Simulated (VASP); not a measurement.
Runs of VASP 6.6.1 on C. The structure is that of space group P6_3/mmc (No. 194), or close to it. The cells are those of the table. 

```tsv
level	cell	k mesh	gap on the mesh (eV)	pressure (GPa)	largest force (eV/Å)
PBE	a = 2.567, b = 2.567, c = 8.467 Å, angles 90.0, 90.0, 120.0°, 8 atoms	9 × 9 × 4	4.41	-22.2	0.04
PBE	a = 2.493, b = 2.493, c = 8.221 Å, angles 90.0, 90.0, 120.0°, 8 atoms	9 × 9 × 4	4.63	14.8	0.03
PBE	a = 2.510, b = 2.510, c = 8.280 Å, angles 90.0, 90.0, 120.0°, 8 atoms	12 × 12 × 4	4.56	4.9	0.03
r2SCAN	a = 2.484, b = 2.484, c = 8.197 Å, angles 90.0, 90.0, 120.0°, 8 atoms	9 × 9 × 4	4.88	15.8	0.03
r2SCAN	a = 2.510, b = 2.510, c = 8.280 Å, angles 90.0, 90.0, 120.0°, 8 atoms	9 × 9 × 4	4.80	1.1	0.01
r2SCAN	a = 2.510, b = 2.510, c = 8.280 Å, angles 90.0, 90.0, 120.0°, 8 atoms	12 × 12 × 4	4.78	1.1	0.01
PBE	a = 2.543, b = 2.543, c = 8.387 Å, angles 90.0, 90.0, 120.0°, 8 atoms	9 × 9 × 4	4.48	-11.6	0.02
PBE	a = 2.518, b = 2.518, c = 8.304 Å, angles 90.0, 90.0, 120.0°, 8 atoms	9 × 9 × 4	4.55	(a)	-
PBE	a = 2.467, b = 2.467, c = 8.135 Å, angles 90.0, 90.0, 120.0°, 8 atoms	9 × 9 × 4	(b)	31.0	0.06
r2SCAN	a = 2.459, b = 2.459, c = 8.111 Å, angles 90.0, 90.0, 120.0°, 8 atoms	9 × 9 × 4	4.96	32.7	0.07
r2SCAN	a = 2.559, b = 2.559, c = 8.443 Å, angles 90.0, 90.0, 120.0°, 8 atoms	9 × 9 × 4	4.65	-22.7	0.04
r2SCAN	a = 2.535, b = 2.535, c = 8.362 Å, angles 90.0, 90.0, 120.0°, 8 atoms	9 × 9 × 4	4.72	-11.6	0.02
```

Alike in all rows: task single point; potentials or basis VASP PAW PBE potentials, release 64 (C); no spin polarisation; cutoff (eV) 520; smearing gaussian 0.01 eV.

Q: Estimate the missing entries.

A: (a) 0.7; (b) 4.70.

Caveats: the PAW data sets were made with another functional, which shifts forces and pressure a little (some runs).

A k mesh can miss the band edges.
